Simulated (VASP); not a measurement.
Runs of VASP 6.6.1 on PtSe2. Symmetry: R-3m, No. 166, trigonal system. The conventional cell has a = 3.691 Å, b = 3.691 Å, c = 17.282 Å, α = 90.00°, β = 90.00°, γ = 120.00°. Within 3.3 Å of Pt (site symmetry -3m) lie 6 Se at 2.51 Å. Se (site symmetry 3m) has 3 Pt at 2.51 Å within 3.3 Å. 

```tsv
k mesh	smearing	gap on the mesh (eV)	pressure (GPa)	largest force (eV/Å)
8 × 8 × 1	gaussian 0.01 eV	(a)	3.6	0.23
6 × 6 × 6	gaussian 0.2 eV	0.69	3.6	0.14
6 × 6 × 6	methfessel-paxton 0.0981 eV	0.69	3.6	0.14
6 × 6 × 6	fermi-dirac 0.5 eV	(b)	5.3	0.51
6 × 6 × 6	fermi-dirac 0.2 eV	0.70	3.7	0.18
```

Alike in all rows: task single point; level PBE; potentials or basis VASP PAW PBE potentials, release 64 (Pt, Se); no spin polarisation; cell as given; cutoff (eV) 500.

Problem. Fill in the values left out.

Solution. (a) 0.42; (b) 0.73.

Caveats: some runs use coarse meshes; spin-orbit coupling is left out, which moves the levels of the heavy elements.

A k mesh can miss the band edges, and the runs leave out spin-orbit coupling on Pt, Se.
